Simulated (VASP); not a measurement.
# TaW (Cmmm) in VASP: relaxation of volume and atoms at fixed shape with LDA

Aim: the relaxation of volume and atoms at fixed shape of TaW with LDA.

Program: VASP 6.6.1. These are calculated values, not measurements. Logs are shortened: lines on timing, memory, paths and dates and some standing lists are left out, and cuts for length are marked.

**1. The cell of the first run**

It takes space group Cmmm (No. 65, orthorhombic). The conventional cell has a = 3.228 Å, b = 4.614 Å, c = 4.521 Å, α = 90.00°, β = 90.00°, γ = 90.00°. Within 3.7 Å of Ta (site symmetry mmm) lie 8 W at 2.78 to 3.23 Å and 6 Ta at 2.82 to 3.23 Å. W (site symmetry mmm) has 8 Ta at 2.78 to 3.23 Å and 6 W at 2.82 to 3.23 Å within 3.7 Å.

**2. Relaxation of volume and atoms at fixed shape, LDA**

File INCAR:

```
PREC = Accurate
ENCUT = 600
EDIFF = 1E-6
ISMEAR = 0
SIGMA = 0.05
LREAL = False
LASPH = True
NELM = 60
ALGO = Normal
ISIF = 8
LWAVE = False
LCHARG = False
GGA = CA
IBRION = 2
NSW = 60
EDIFFG = -0.01
```

File KPOINTS:

```
Automatic mesh
0
Gamma
  8 8 5
```

File POSCAR:

```
TaW
1.0
    1.6141300000     -2.3070300000      0.0000000000
    1.6141300000      2.3070300000      0.0000000000
    0.0000000000      0.0000000000      4.5214000000
Ta W
1 1
Direct
    0.0000000000      0.0000000000      0.0000000000
    0.5000000000      0.5000000000      0.5000000000
```

Potentials or basis: VASP PAW LDA potentials, release 64 (Ta_pv, W_sv).

Started as:

```
cat potpaw_LDA.64/Ta_pv/POTCAR potpaw_LDA.64/W_sv/POTCAR > POTCAR
mpirun -np 1 vasp_std > vasp.out
```

OUTCAR:

```text
PREC = Accurate
   ENCUT = 600
   EDIFF = 1E-6
   ISMEAR = 0
   LREAL = False
   LASPH = True
   NELM = 60
   ISIF = 8
   GGA = CA
   IBRION = 2
   NSW = 60
   EDIFFG = -0.01

 ion  position               nearest neighbor table
   1  0.000  0.000  0.000-   2 2.78   2 2.78   2 2.78   2 2.78   2 3.23   2 3.23   2 3.23   2 3.23

   2  0.500  0.500  0.500-   1 2.78   1 2.78   1 2.78   1 2.78   1 3.23   1 3.23   1 3.23   1 3.23

  LATTYP: Found a base centered orthorhombic cell.
 ALAT       =     3.2282600000
 B/A-ratio  =     1.4292714961
 C/A-ratio  =     1.4005687274

  Lattice vectors:

 A1 = (   1.6141300000,  -2.3070300000,   0.0000000000)
 A2 = (   1.6141300000,   2.3070300000,   0.0000000000)
 A3 = (   0.0000000000,   0.0000000000,   4.5214000000)

Analysis of symmetry for initial positions (statically):
=====================================================================
 Subroutine PRICEL returns:
 Original cell was already a primitive cell.

 Routine SETGRP: Setting up the symmetry group for a
 base centered orthorhombic supercell.

 Subroutine GETGRP returns: Found  8 space group operations
 (whereof  8 operations were pure point group operations)
 out of a pool of  8 trial point group operations.

The static configuration has the point symmetry D_2h.

Analysis of symmetry for dynamics (positions and initial velocities):
=====================================================================
 Subroutine PRICEL returns:
 Original cell was already a primitive cell.

 Routine SETGRP: Setting up the symmetry group for a
 base centered orthorhombic supercell.

 Subroutine GETGRP returns: Found  8 space group operations
 (whereof  8 operations were pure point group operations)
 out of a pool of  8 trial point group operations.

The dynamic configuration has the point symmetry D_2h.

 Subroutine INISYM returns: Found  8 space group operations
 (whereof  8 operations are pure point group operations),
 and found     1 'primitive' translations

----------------------------------------------------------------------------------------

                                     Primitive cell

  volume of cell :      33.6740

  direct lattice vectors                    reciprocal lattice vectors
     1.614130000 -2.307030000  0.000000000     0.309764393 -0.216728868  0.000000000
     1.614130000  2.307030000  0.000000000     0.309764393  0.216728868  0.000000000
     0.000000000  0.000000000  4.521400000     0.000000000  0.000000000  0.221170434

  length of vectors
     2.815635466  2.815635466  4.521400000     0.378054733  0.378054733  0.221170434

  position of ions in fractional coordinates (direct lattice)
     0.000000000  0.000000000  0.000000000
     0.500000000  0.500000000  0.500000000

  ion indices of the primitive-cell ions
   primitive index   ion index
                 1           1
                 2           2

----------------------------------------------------------------------------------------

 KPOINTS: Automatic mesh

Automatic generation of k-mesh.
 Grid dimensions read from file:
 generate k-points for:    8    8    5

 Generating k-lattice:

  Cartesian coordinates                     Fractional coordinates (reciprocal lattice)
     0.038720549 -0.027091108  0.000000000     0.125000000  0.000000000  0.000000000
     0.038720549  0.027091108  0.000000000     0.000000000  0.125000000  0.000000000
     0.000000000  0.000000000  0.044234087     0.000000000  0.000000000  0.200000000

  Length of vectors
     0.047256842  0.047256842  0.044234087

  Shift w.r.t. Gamma in fractional coordinates (k-lattice)
     0.000000000  0.000000000  0.000000000

 Subroutine IBZKPT returns following result:
 ===========================================

 Found     63 irreducible k-points:

 Following reciprocal coordinates:
            Coordinates               Weight
  0.000000  0.000000  0.000000      1.000000
  0.125000  0.000000  0.000000      4.000000
  0.250000  0.000000  0.000000      4.000000
  0.375000 -0.000000  0.000000      4.000000
  0.500000  0.000000  0.000000      2.000000
  0.125000  0.125000  0.000000      2.000000
[... 16 lines left out ...]
  0.125000  0.000000  0.200000      8.000000
  0.250000  0.000000  0.200000      8.000000
 [... further k-points ...]
   k-points           NKPTS =     63   k-points in BZ     NKDIM =     63   number of bands    NBANDS=     16
   number of dos      NEDOS =    301   number of ions     NIONS =      2
   total plane-waves  NPLWV =  20736
   dimension x,y,z NGX =    24 NGY =   24 NGZ =   36
   dimension x,y,z NGXF=    48 NGYF=   48 NGZF=   72
   ions per type =               1   1
   NGX,Y,Z   is equivalent  to a cutoff of  14.17, 14.17, 13.24 a.u.
   NGXF,Y,Z  is equivalent  to a cutoff of  28.34, 28.34, 26.47 a.u.
 SYSTEM =  unknown system
   PREC   = accura    normal or accurate (medium, high low for compatibility)
   ISTART =      0    job   : 0-new  1-cont  2-samecut
   ICHARG =      2    charge: 1-file 2-atom 10-const
   ISPIN  =      1    spin polarized calculation?
   LNONCOLLINEAR =      F non collinear calculations
   LSORBIT =      F    spin-orbit coupling
   LASPH  =      T    aspherical Exc in radial PAW
   ENCUT  =  600.0 eV  44.10 Ry    6.64 a.u.   5.62  5.62  9.03*2*pi/ulx,y,z
   NELM   =     60;   NELMIN=  2; NELMDL= -5     # of ELM steps
   EDIFF  = 0.1E-05   stopping-criterion for ELM
   LREAL  =      F    real-space projection
   EDIFFG = -.1E-01   stopping-criterion for IOM
   NSW    =     60    number of steps for IOM
   IBRION =      2    ionic relax: 0-MD 1-quasi-New 2-CG
   NFREE  =      1    steps in history (QN), initial steepest desc. (CG)
   ISIF   =      8    stress and relaxation
   ISYM   =      2    0-nonsym 1-usesym 2-fastsym
   POTIM  = 0.5000    time-step for ionic-motion
   TEBEG  =    0.0;   TEEND  =   0.0 temperature during run
   PSTRESS=    0.0 pullay stress
   NELECT =      25.0000    total number of electrons
   NUPDOWN=      -1.0000    fix difference up-down
   EMIN   =  10.00;   EMAX   =-10.00  energy-range for DOS
   EFERMI =   0.00;   METHOD = LEGACY
   ISMEAR =     0;   SIGMA  =   0.05  broadening in eV -4-tet -1-fermi 0-gaus
   EFERMI_NEDOS =   21; number of points for ismear=-14 and -15
   IALGO  =     38    algorithm
   IMIX   =      4    mixing-type and parameters
     AMIX     =   0.40;   BMIX     =  1.00
     AMIX_MAG =   1.60;   BMIX_MAG =  1.00
  volume/ion in A,a.u.               =      16.84       113.62
  Fermi-wavevector in a.u.,A,eV,Ry     =   1.482370  2.801273 29.897724  2.197421
  Thomas-Fermi vector in A             =   2.596164
   LORBIT       =      0    0 simple, 1 ext, 2 COOP (PROOUT), +10 PAW based schemes
   GGA     = CA    functional components
   LHFCALC =     F    Hartree Fock is set to
   AEXX    =    0.0000 exact exchange contribution
   IVDW    =     0    specifies the selected vdW correction
   LEPSILON=     F    determine dielectric tensor
   LRPA    =     F    only Hartree local field effects (RPA)
 conjugate gradient relaxation of ions
 non-spin polarized calculation
 Gauss-broadening in eV      SIGMA  =   0.05
  energy-cutoff  :      600.00
  volume of cell :       33.67
 maximum number of plane-waves:      1144
 NGX is ok and might be reduce to    24
   NGX = 11   NGY = 11   NGZ = 19

--------------------------------------- Ionic step        1  -------------------------------------------

 number of electron      24.9999999 magnetization

 Free energy of the ion-electron system (eV)
  ---------------------------------------------------
  ext. energy  EPLUGINS =         0.00000000
  ---------------------------------------------------
  free energy    TOTEN  =       -27.04142751 eV

  energy without entropy =      -27.03931728  energy(sigma->0) =      -27.04037240

------------------------ aborting loop because EDIFF is reached ----------------------------------------

  FORCE on cell =-STRESS in cart. coord.  units (eV):
  Direction    XX          YY          ZZ          XY          YZ          ZX
  --------------------------------------------------------------------------------------
  -------------------------------------------------------------------------------------
  Total       -1.9170279     -2.0595102     -1.6442836      0.0000000      0.0000000      0.0000000
  in kB      -91.2103967    -97.9895679    -78.2334788      0.0000000      0.0000000      0.0000000
  external PRESSURE =     -89.1444811 kB  Pullay stress =       0.0000000 kB
[... 201 lines left out ...]
  energy  without entropy=      -27.0722013330  energy(sigma->0) =      -27.07328372

--------------------------------------- Ionic step        7  -------------------------------------------

 number of electron      24.9999997 magnetization

 Free energy of the ion-electron system (eV)
  ---------------------------------------------------
  ext. energy  EPLUGINS =         0.00000000
  ---------------------------------------------------
  free energy    TOTEN  =       -27.07438734 eV

  energy without entropy =      -27.07221230  energy(sigma->0) =      -27.07329982

 E-fermi :   8.3790     XC(G=0): -13.5025

 val. band max:        8.3682182657   @ k =   0.5000   0.0000   0.2000
 cond. band min:       8.3832849206   @ k =   0.3750  -0.0000   0.4000
 fundamental gap:      0.0150666549
 Fermi energy:         8.3789668776

 k-point     1 :       0.0000    0.0000    0.0000
  band No.  band energies     occupation
      1     -64.6332      2.00000
      2     -29.2715      2.00000
      3     -28.8016      2.00000
      4     -28.6098      2.00000
      5     -24.9700      2.00000
      6     -24.5714      2.00000
[... 8 lines left out ...]
     15      11.1274      0.00000
     16      11.3402      0.00000
[... 420 lines left out ...]
  band No.  band energies     occupation
      1     -64.6044      2.00000
      2     -29.1806      2.00000
      3     -29.1375      2.00000
      4     -28.7090      2.00000
      5     -25.0837      2.00000
      6     -24.9749      2.00000
[... 8 lines left out ...]
     15      10.9008      0.00000
     16      11.4943      0.00000

 [... further k-points ...]

------------------------ aborting loop because EDIFF is reached ----------------------------------------

  FORCE on cell =-STRESS in cart. coord.  units (eV):
  Direction    XX          YY          ZZ          XY          YZ          ZX
  --------------------------------------------------------------------------------------
  -------------------------------------------------------------------------------------
  Total        0.0109335     -0.3462868      0.3224798      0.0000000      0.0000000      0.0000000
  in kB        0.5385949    -17.0584171     15.8856621      0.0000000      0.0000000      0.0000000
  external PRESSURE =      -0.2113867 kB  Pullay stress =       0.0000000 kB
[... 17 lines left out ...]
  FREE ENERGIE OF THE ION-ELECTRON SYSTEM (eV)
  ---------------------------------------------------
  free  energy   TOTEN  =       -27.0743873405 eV

  energy  without entropy=      -27.0722122979  energy(sigma->0) =      -27.07329982

 reached required accuracy - stopping structural energy minimisation
```

Run time: 68 s. Hardware: 1 thread of Intel Xeon Platinum 8488C (Sapphire Rapids), shared host; peak memory 0.18 GiB.

What came out:

| Item | Value |
| --- | --- |
| Free energy | -27.0744 eV |
| Relaxed volume | 16.26 Å³/atom |
| Relaxed cell | a = 2.783 Å, b = 2.783 Å, c = 4.469 Å, α = 90.00°, β = 90.00°, γ = 110.04° |
| Space group after relaxing (to 0.1 Å) | Cmmm (No. 65) |
| Energy gained by relaxing | 16.5 meV/atom |
| Ionic steps | 7 |
| Pressure after relaxing | 0.0 GPa |
| Band gap on the k mesh | zero (an odd number of electrons rules out a gap without spin polarisation) |

Step by step:
| step | energy change (eV) | largest force (eV/Å) | pressure (GPa) | volume (Å³) |
| --- | --- | --- | --- | --- |
| 1 | 0.0000 | 0.0000 | -8.91 | 33.67 |
| 2 | 0.2917 | 0.0000 | 35.37 | 29.31 |
| 3 | -0.0329 | 0.0000 | -0.37 | 32.57 |
| 4 | -0.0330 | 0.0000 | -0.11 | 32.53 |
| 5 | -0.0330 | 0.0000 | 0.11 | 32.51 |
| 6 | -0.0329 | 0.0000 | -0.18 | 32.56 |
| 7 | -0.0330 | 0.0000 | -0.02 | 32.52 |

Final structure:
```
CELL_PARAMETERS angstrom
1.59555 -2.28047 0.00000
1.59555 2.28047 0.00000
0.00000 0.00000 4.46935
ATOMIC_POSITIONS crystal
Ta 0.00000 0.00000 0.00000
W 0.50000 0.50000 0.50000
```

Caveat: spin-orbit coupling is left out, which moves the levels of the heavy elements.
